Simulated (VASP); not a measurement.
Runs of VASP 6.6.1 on RbBr. The structure is that of space group Fm-3m (No. 225), or close to it. The cells are those of the table. 

```csv
task,level,spin,cell,k mesh,cutoff (eV),smearing,grid for exact exchange (PRECFOCK),share of exact exchange,gap on the mesh (eV),pressure (GPa),relaxed volume (Å³/atom)
dielectric tensor,r2SCAN,off,"a = 4.894 Å, angles 60.0°, 2 atoms",6 × 6 × 6,520,gaussian 0.01 eV,-,-,4.89,-,-
single point,PBE,off,"a = 4.894 Å, angles 60.0°, 2 atoms",4 × 4 × 4,520,gaussian 0.01 eV,-,-,4.29,0.6,-
single point,PBE,"non-collinear, zero start, SOC","a = 4.894 Å, angles 60.0°, 2 atoms",6 × 6 × 6,520,gaussian 0.01 eV,-,-,-,0.6,-
single point,PBE,off,"a = 4.962 Å, angles 60.0°, 2 atoms",6 × 6 × 6,520,fermi-dirac 0.02 eV,-,-,4.19,0.0,-
single point,r2SCAN,off,"a = 4.894 Å, angles 60.0°, 2 atoms",6 × 6 × 6,520,fermi-dirac 0.02 eV,-,-,4.89,0.0,-
single point,PBE0,off,"a = 4.894 Å, angles 60.0°, 2 atoms",4 × 4 × 4,520,gaussian 0.01 eV,Normal,0.25,(b),0.3,-
relaxation of cell and atoms,PBE,off,"relaxed from a = 4.853 Å, angles 60.0°, 2 atoms",6 × 6 × 6,600,fermi-dirac 0.02 eV,-,-,4.19,0.0,43.25
relaxation of cell and atoms,r2SCAN,off,"relaxed from a = 4.962 Å, angles 60.0°, 2 atoms",6 × 6 × 6,600,fermi-dirac 0.02 eV,-,-,(a),0.0,41.59
single point,r2SCAN,off,"a = 4.894 Å, angles 60.0°, 2 atoms",6 × 6 × 6,520,gaussian 0.01 eV,-,-,4.89,0.0,-
single point,PBE,off,"a = 4.894 Å, angles 60.0°, 2 atoms",6 × 6 × 6,520,fermi-dirac 0.02 eV,-,-,4.29,0.6,-
```

Alike in all rows: potentials or basis VASP PAW PBE potentials, release 64 (Rb_sv, Br).

Task: Estimate the missing entries.

Result: (a) 4.88; (b) 6.17.

Caveats: the PAW data sets were made with another functional, which shifts forces and pressure a little (at least some runs).

A k mesh can miss the band edges, and rows without SOC leave out spin-orbit coupling on Br, Rb.
